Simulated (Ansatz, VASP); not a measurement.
# Two plane-wave programs on Na

```
Na
1.0
    -1.87724    1.84135    2.60070
     1.87724   -1.84135    2.60070
     1.87724    1.84135   -2.60070
Na
1
Direct
  0.00000 0.00000 0.00000
```

Alike in both runs: task single point; functional PBE; k mesh 14 × 14 × 14; occupations gaussian, width 0.1 eV; no spin polarisation.

```csv
,VASP,Ansatz
version,VASP 6.6.1,Ansatz 0.2.0
potentials or method,"VASP PAW PBE potentials, release 64 (Na_pv), cutoff 520 eV","scalar-relativistic, plane waves, PAW"
valence electrons in the cell,7,9
```

|  | VASP | Ansatz | Ansatz less VASP |
| --- | --- | --- | --- |
| gap on the k mesh at the Fermi level (eV) | none | none | - |
| pressure (GPa) | 0.2 | 0.2 | +0.08 |
| traceless stress, the component that is largest in VASP (GPa) | -0.14 | -0.14 | +0.001 |

A gap of «none» marks a metal or a gap that the smearing closes. VASP's potentials hold 7 valence electrons a cell and Ansatz's 9, so a difference there can come from the potentials and not from the codes.
